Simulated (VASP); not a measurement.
# MoW3 (Pm-3m) in VASP: single point with PBE

Aim: the single point of MoW3 with PBE.

Program: VASP 6.6.1. These are calculated values, not measurements. Logs are shortened: lines on timing, memory, paths and dates and some standing lists are left out, and cuts for length are marked.

## (1) The cell of the first run

Symmetry: Pm-3m, No. 221, cubic system. The conventional cell has a = 4.446 Å, b = 4.446 Å, c = 4.446 Å, α = 90.00°, β = 90.00°, γ = 90.00°. Within 4.1 Å of Mo (site symmetry m-3m) lie 12 W at 3.14 Å. W (site symmetry 4/mmm) has 4 Mo at 3.14 Å and 8 W at 3.14 Å within 4.1 Å.

## (2) Single point, PBE

INCAR reads:

```
SYSTEM = MoW3
PREC = Accurate ; ENCUT = 520
EDIFF = 1E-6 ; ISMEAR = 0
SIGMA = 0.1 ; LREAL = .FALSE.
LASPH = .TRUE. ; NELM = 60
ALGO = Fast ; ISIF = 2
LWAVE = .FALSE. ; LCHARG = .FALSE.
GGA = PE ; NBANDS = 36
```

KPOINTS reads:

```
Automatic mesh
0
G
  4 4 4
  0 0 0
```

POSCAR reads:

```
MoW3
1.0
    4.4464598400      0.0000000000      0.0000000000
    0.0000000000      4.4464598400      0.0000000000
    0.0000000000      0.0000000000      4.4464598400
Mo W
1 3
Direct
    0.0000000000      0.0000000000      0.0000000000
    0.5000000000      0.5000000000      0.0000000000
    0.0000000000      0.5000000000      0.5000000000
    0.5000000000      0.0000000000      0.5000000000
```

Potentials or basis: VASP PAW PBE potentials, release 64 (Mo_sv, W_sv).

Started as:

```bash
$ cat potpaw_PBE.64/Mo_sv/POTCAR potpaw_PBE.64/W_sv/POTCAR > POTCAR
$ mpirun -np 1 vasp_std > vasp.out
```

OUTCAR:

```text
SYSTEM = MoW3
   PREC = Accurate
   ENCUT = 520
   EDIFF = 1E-6
   ISMEAR = 0
   LREAL = .FALSE.
   LASPH = .TRUE.
   NELM = 60
   ISIF = 2
   GGA = PE

 ion  position               nearest neighbor table
   1  0.000  0.000  0.000-   2 3.14   3 3.14   4 3.14   3 3.14   4 3.14   2 3.14   3 3.14   3 3.14
                             2 3.14   4 3.14   4 3.14   2 3.14
   2  0.500  0.500  0.000-   1 3.14   3 3.14   4 3.14   3 3.14   4 3.14   1 3.14   4 3.14   4 3.14
                             1 3.14   3 3.14   3 3.14   1 3.14
   3  0.000  0.500  0.500-   1 3.14   2 3.14   4 3.14   1 3.14   2 3.14   1 3.14   4 3.14   1 3.14
                             2 3.14   4 3.14   2 3.14   4 3.14
   4  0.500  0.000  0.500-   1 3.14   2 3.14   3 3.14   1 3.14   2 3.14   2 3.14   3 3.14   2 3.14
                             1 3.14   3 3.14   1 3.14   3 3.14

  LATTYP: Found a simple cubic cell.
 ALAT       =     4.4464598400

  Lattice vectors:

 A1 = (   4.4464598400,   0.0000000000,   0.0000000000)
 A2 = (   0.0000000000,   4.4464598400,   0.0000000000)
 A3 = (   0.0000000000,   0.0000000000,   4.4464598400)

Analysis of symmetry for initial positions (statically):
=====================================================================
 Subroutine PRICEL returns:
 Original cell was already a primitive cell.

 Routine SETGRP: Setting up the symmetry group for a
 simple cubic supercell.

 Subroutine GETGRP returns: Found 48 space group operations
 (whereof 48 operations were pure point group operations)
 out of a pool of 48 trial point group operations.

The static configuration has the point symmetry O_h .

Analysis of symmetry for dynamics (positions and initial velocities):
=====================================================================
 Subroutine PRICEL returns:
 Original cell was already a primitive cell.

 Routine SETGRP: Setting up the symmetry group for a
 simple cubic supercell.

 Subroutine GETGRP returns: Found 48 space group operations
 (whereof 48 operations were pure point group operations)
 out of a pool of 48 trial point group operations.

The dynamic configuration has the point symmetry O_h .

 Subroutine INISYM returns: Found 48 space group operations
 (whereof 48 operations are pure point group operations),
 and found     1 'primitive' translations

----------------------------------------------------------------------------------------

                                     Primitive cell

  volume of cell :      87.9110

  direct lattice vectors                    reciprocal lattice vectors
     4.446459840  0.000000000  0.000000000     0.224898017  0.000000000  0.000000000
     0.000000000  4.446459840  0.000000000     0.000000000  0.224898017  0.000000000
     0.000000000  0.000000000  4.446459840     0.000000000  0.000000000  0.224898017

  length of vectors
     4.446459840  4.446459840  4.446459840     0.224898017  0.224898017  0.224898017

  position of ions in fractional coordinates (direct lattice)
     0.000000000  0.000000000  0.000000000
     0.500000000  0.500000000  0.000000000
     0.000000000  0.500000000  0.500000000
     0.500000000  0.000000000  0.500000000

  ion indices of the primitive-cell ions
   primitive index   ion index
                 1           1
                 2           2
                 3           3
                 4           4

----------------------------------------------------------------------------------------

 KPOINTS: Automatic mesh

Automatic generation of k-mesh.
 Grid dimensions read from file:
 generate k-points for:    4    4    4

 Generating k-lattice:

  Cartesian coordinates                     Fractional coordinates (reciprocal lattice)
     0.056224504  0.000000000  0.000000000     0.250000000  0.000000000  0.000000000
     0.000000000  0.056224504  0.000000000     0.000000000  0.250000000  0.000000000
     0.000000000  0.000000000  0.056224504     0.000000000  0.000000000  0.250000000

  Length of vectors
     0.056224504  0.056224504  0.056224504

  Shift w.r.t. Gamma in fractional coordinates (k-lattice)
     0.000000000  0.000000000  0.000000000

 Subroutine IBZKPT returns following result:
 ===========================================

 Found     10 irreducible k-points:

 Following reciprocal coordinates:
            Coordinates               Weight
  0.000000  0.000000  0.000000      1.000000
  0.250000  0.000000  0.000000      6.000000
  0.500000  0.000000  0.000000      3.000000
  0.250000  0.250000  0.000000     12.000000
  0.500000  0.250000  0.000000     12.000000
  0.500000  0.500000  0.000000      3.000000
  0.250000  0.250000  0.250000      8.000000
  0.500000  0.250000  0.250000     12.000000
  0.500000  0.500000  0.250000      6.000000
  0.500000  0.500000  0.500000      1.000000
   k-points           NKPTS =     10   k-points in BZ     NKDIM =     10   number of bands    NBANDS=     36
   number of dos      NEDOS =    301   number of ions     NIONS =      4
   total plane-waves  NPLWV =  46656
   dimension x,y,z NGX =    36 NGY =   36 NGZ =   36
   dimension x,y,z NGXF=    72 NGYF=   72 NGZF=   72
   ions per type =               1   3
   NGX,Y,Z   is equivalent  to a cutoff of  13.46, 13.46, 13.46 a.u.
   NGXF,Y,Z  is equivalent  to a cutoff of  26.92, 26.92, 26.92 a.u.
 SYSTEM =  MoW3
   PREC   = accura    normal or accurate (medium, high low for compatibility)
   ISTART =      0    job   : 0-new  1-cont  2-samecut
   ICHARG =      2    charge: 1-file 2-atom 10-const
   ISPIN  =      1    spin polarized calculation?
   LNONCOLLINEAR =      F non collinear calculations
   LSORBIT =      F    spin-orbit coupling
   LASPH  =      T    aspherical Exc in radial PAW
   ENCUT  =  520.0 eV  38.22 Ry    6.18 a.u.   8.27  8.27  8.27*2*pi/ulx,y,z
   NELM   =     60;   NELMIN=  2; NELMDL= -5     # of ELM steps
   EDIFF  = 0.1E-05   stopping-criterion for ELM
   LREAL  =      F    real-space projection
   EDIFFG = 0.1E-04   stopping-criterion for IOM
   NSW    =      0    number of steps for IOM
   IBRION =     -1    ionic relax: 0-MD 1-quasi-New 2-CG
   NFREE  =      0    steps in history (QN), initial steepest desc. (CG)
   ISIF   =      2    stress and relaxation
   ISYM   =      2    0-nonsym 1-usesym 2-fastsym
   POTIM  = 0.5000    time-step for ionic-motion
   TEBEG  =    0.0;   TEEND  =   0.0 temperature during run
   PSTRESS=    0.0 pullay stress
   NELECT =      56.0000    total number of electrons
   NUPDOWN=      -1.0000    fix difference up-down
   EMIN   =  10.00;   EMAX   =-10.00  energy-range for DOS
   EFERMI =   0.00;   METHOD = LEGACY
   ISMEAR =     0;   SIGMA  =   0.10  broadening in eV -4-tet -1-fermi 0-gaus
   EFERMI_NEDOS =   21; number of points for ismear=-14 and -15
   IALGO  =     68    algorithm
   IMIX   =      4    mixing-type and parameters
     AMIX     =   0.40;   BMIX     =  1.00
     AMIX_MAG =   1.60;   BMIX_MAG =  1.00
  volume/ion in A,a.u.               =      21.98       148.31
  Fermi-wavevector in a.u.,A,eV,Ry     =   1.408607  2.661881 26.996316  1.984173
  Thomas-Fermi vector in A             =   2.530747
   LORBIT       =      0    0 simple, 1 ext, 2 COOP (PROOUT), +10 PAW based schemes
   GGA     = PE    functional components
   LHFCALC =     F    Hartree Fock is set to
   AEXX    =    0.0000 exact exchange contribution
   IVDW    =     0    specifies the selected vdW correction
   LEPSILON=     F    determine dielectric tensor
   LRPA    =     F    only Hartree local field effects (RPA)
 non-spin polarized calculation
 RMM-DIIS sequential band-by-band and
 Gauss-broadening in eV      SIGMA  =   0.10
  energy-cutoff  :      520.00
  volume of cell :       87.91
 maximum number of plane-waves:      2392
 NGX is ok and might be reduce to    36
   NGX = 17   NGY = 17   NGZ = 17

 number of electron      56.0000010 magnetization

 Free energy of the ion-electron system (eV)
  ---------------------------------------------------
  ext. energy  EPLUGINS =         0.00000000
  ---------------------------------------------------
  free energy    TOTEN  =       -44.04077482 eV

  energy without entropy =      -43.99169962  energy(sigma->0) =      -44.01623722

 E-fermi :   7.0773     XC(G=0): -11.7987

 val. band max:        7.0690774908   @ k =   0.2500   0.0000   0.0000
 cond. band min:       7.0997637136   @ k =   0.5000   0.0000   0.0000
 fundamental gap:      0.0306862228
 Fermi energy:         7.0772715155

 k-point     1 :       0.0000    0.0000    0.0000
  band No.  band energies     occupation
      1     -67.1813      2.00000
      2     -67.1550      2.00000
      3     -67.1550      2.00000
      4     -53.8693      2.00000
      5     -31.3634      2.00000
      6     -31.3634      2.00000
[... 28 lines left out ...]
     35      10.3526      0.00000
     36      10.3663      0.00000

 k-point     2 :       0.2500    0.0000    0.0000
  band No.  band energies     occupation
      1     -67.1779      2.00000
      2     -67.1584      2.00000
      3     -67.1550      2.00000
      4     -53.8693      2.00000
      5     -31.3410      2.00000
      6     -31.3410      2.00000
[... 28 lines left out ...]
     35       9.5936      0.00000
     36       9.9097      0.00000

 k-point     3 :       0.5000    0.0000    0.0000
  band No.  band energies     occupation
      1     -67.1725      2.00000
      2     -67.1638      2.00000
      3     -67.1551      2.00000
      4     -53.8693      2.00000
      5     -31.3106      2.00000
      6     -31.3106      2.00000
[... 28 lines left out ...]
     35       9.1661      0.00000
     36       9.4946      0.00000
[... 196 lines left out ...]
 k-point     9 :       0.5000    0.5000    0.2500
  band No.  band energies     occupation
      1     -67.1637      2.00000
      2     -67.1637      2.00000
      3     -67.1637      2.00000
      4     -53.8692      2.00000
      5     -31.4023      2.00000
      6     -31.3374      2.00000
[... 28 lines left out ...]
     35       9.4797      0.00000
     36       9.6682      0.00000

 k-point    10 :       0.5000    0.5000    0.5000
  band No.  band energies     occupation
      1     -67.1637      2.00000
      2     -67.1637      2.00000
      3     -67.1637      2.00000
      4     -53.8691      2.00000
      5     -31.4455      2.00000
      6     -31.3407      2.00000
[... 28 lines left out ...]
     35      10.0581      0.00000
     36      10.2409      0.00000

------------------------ aborting loop because EDIFF is reached ----------------------------------------

  FORCE on cell =-STRESS in cart. coord.  units (eV):
  Direction    XX          YY          ZZ          XY          YZ          ZX
  --------------------------------------------------------------------------------------
  -------------------------------------------------------------------------------------
  Total      -23.4737701    -23.4737701    -23.4737701      0.0000000      0.0000000      0.0000000
  in kB     -427.8093838   -427.8093838   -427.8093838      0.0000000      0.0000000      0.0000000
  external PRESSURE =    -427.8093838 kB  Pullay stress =       0.0000000 kB

 VOLUME and BASIS-vectors are now :
 -----------------------------------------------------------------------------
  energy-cutoff  :      520.00
  volume of cell :       87.91
      direct lattice vectors                 reciprocal lattice vectors
     4.446459840  0.000000000  0.000000000     0.224898017  0.000000000  0.000000000
     0.000000000  4.446459840  0.000000000     0.000000000  0.224898017  0.000000000
     0.000000000  0.000000000  4.446459840     0.000000000  0.000000000  0.224898017

 POSITION                                       TOTAL-FORCE (eV/Angst)
 -----------------------------------------------------------------------------------
      0.00000      0.00000      0.00000         0.000000      0.000000      0.000000
      2.22323      2.22323      0.00000         0.000000      0.000000      0.000000
      0.00000      2.22323      2.22323         0.000000      0.000000      0.000000
      2.22323      0.00000      2.22323         0.000000      0.000000      0.000000
 -----------------------------------------------------------------------------------
    total drift:                                0.000000      0.000000      0.000000

  FREE ENERGIE OF THE ION-ELECTRON SYSTEM (eV)
  ---------------------------------------------------
  free  energy   TOTEN  =       -44.0407748161 eV

  energy  without entropy=      -43.9916996186  energy(sigma->0) =      -44.01623722
```

Wall time 39 s (1 thread of AMD EPYC 7R13 (Zen 3), shared host); peak memory 0.18 GiB.

Results:

```yaml
Free_energy: -44.0408 eV
Pressure: -42.8 GPa
Band_gap_on_the_k_mesh: zero (band 28 reaches 8.63 eV, above the bottom of band 29 at 6.93 eV)
```

Levels at points of the mesh, in eV from the Fermi level:
| k point | band 25 | band 26 | band 27 | band 28 | band 29 | band 30 | band 31 | band 32 |
| --- | --- | --- | --- | --- | --- | --- | --- | --- |
| (0.00, 0.00, 0.00) | -0.35 | -0.35 | 1.55 | 1.55 | 2.14 | 2.14 | 2.14 | 2.96 |
| (0.50, 0.00, 0.00) | -1.37 | -1.37 | -0.05 | 0.02 | 0.92 | 0.92 | 0.93 | 0.93 |
| (0.50, 0.50, 0.00) | -1.13 | -1.12 | -1.09 | -1.09 | 0.42 | 0.69 | 0.70 | 0.70 |
| (0.50, 0.50, 0.50) | -0.46 | -0.43 | -0.43 | -0.43 | 0.19 | 0.42 | 0.42 | 0.42 |

Caveat: spin-orbit coupling is left out, which moves the levels of the heavy elements.
